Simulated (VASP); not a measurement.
SiO2:

```
CELL_PARAMETERS angstrom
6.91142 0.00000 0.00000
0.00000 6.91142 0.00000
0.00000 0.00000 6.41851
ATOMIC_POSITIONS crystal
Si 0.26963 0.00000 0.11937
Si 0.00000 0.73037 0.88063
Si 0.00000 0.26963 0.88063
Si 0.73037 0.00000 0.11937
Si 0.00000 0.00000 0.50000
O 0.19171 0.00000 0.35643
O 0.00000 0.80829 0.64357
O 0.00000 0.19171 0.64357
O 0.80829 0.00000 0.35643
O 0.19112 0.19112 0.00000
O 0.19112 0.80888 0.00000
O 0.80888 0.19112 0.00000
O 0.80888 0.80888 0.00000
O 0.50000 0.00000 0.12050
O 0.00000 0.50000 0.87950
```

```yaml
Program: VASP 6.6.1
Task: relaxation of cell and atoms
Functional: PBE
Potentials_or_basis: VASP PAW PBE potentials, release 64 (Si, O)
Cutoff: 600 eV
k_mesh: 4 × 4 × 4
Occupations: fermi-dirac, width 0.02 eV
Spin: no spin polarisation
```

At the start: pressure 3.0 GPa; volume 20.44 Å³/atom.

**Question.** How do energy, volume and symmetry change on relaxing?

**Answer.** Over 9 steps the energy falls by 5.0 meV/atom and the volume is 20.90 Å³/atom (+2.2 %); space group P-4m2 (No. 115, to 0.1 Å) before and after.

The path:
| step | energy change (eV) | largest force (eV/Å) | pressure (GPa) | volume (Å³) |
| --- | --- | --- | --- | --- |
| 1 | 0.0000 | 0.3994 | 3.01 | 306.60 |
| 2 | 0.0737 | 0.4900 | -3.85 | 323.95 |
| 3 | -0.0754 | 0.0098 | -0.04 | 313.64 |
| 4 | -0.0754 | 0.0160 | 0.02 | 313.50 |
| 5 | -0.0754 | 0.0151 | 0.03 | 313.43 |
| 6 | -0.0754 | 0.0200 | 0.03 | 313.41 |
| 7 | -0.0755 | 0.0054 | 0.01 | 313.43 |
| 8 | -0.0755 | 0.0073 | 0.00 | 313.44 |
| 9 | -0.0755 | 0.0042 | 0.00 | 313.45 |

Final structure:
```cif
data_structure
_symmetry_space_group_name_H-M 'P 1'
_symmetry_Int_Tables_number 1
_cell_length_a 6.9608
_cell_length_b 6.9608
_cell_length_c 6.4692
_cell_angle_alpha 90.000
_cell_angle_beta 90.000
_cell_angle_gamma 90.000
_cell_volume 313.45
loop_
_atom_site_label
_atom_site_type_symbol
_atom_site_fract_x
_atom_site_fract_y
_atom_site_fract_z
_atom_site_occupancy
Si1 Si 0.26942 0.00000 0.11934 1
Si2 Si 0.00000 0.73058 0.88066 1
Si3 Si 0.00000 0.26942 0.88066 1
Si4 Si 0.73058 0.00000 0.11934 1
Si5 Si 0.00000 0.00000 0.50000 1
O1 O 0.19263 0.00000 0.35713 1
O2 O 0.00000 0.80737 0.64287 1
O3 O 0.00000 0.19263 0.64287 1
O4 O 0.80737 0.00000 0.35713 1
O5 O 0.19206 0.19206 0.00000 1
O6 O 0.19206 0.80794 0.00000 1
O7 O 0.80794 0.19206 0.00000 1
O8 O 0.80794 0.80794 0.00000 1
O9 O 0.50000 0.00000 0.12057 1
O10 O 0.00000 0.50000 0.87943 1
```
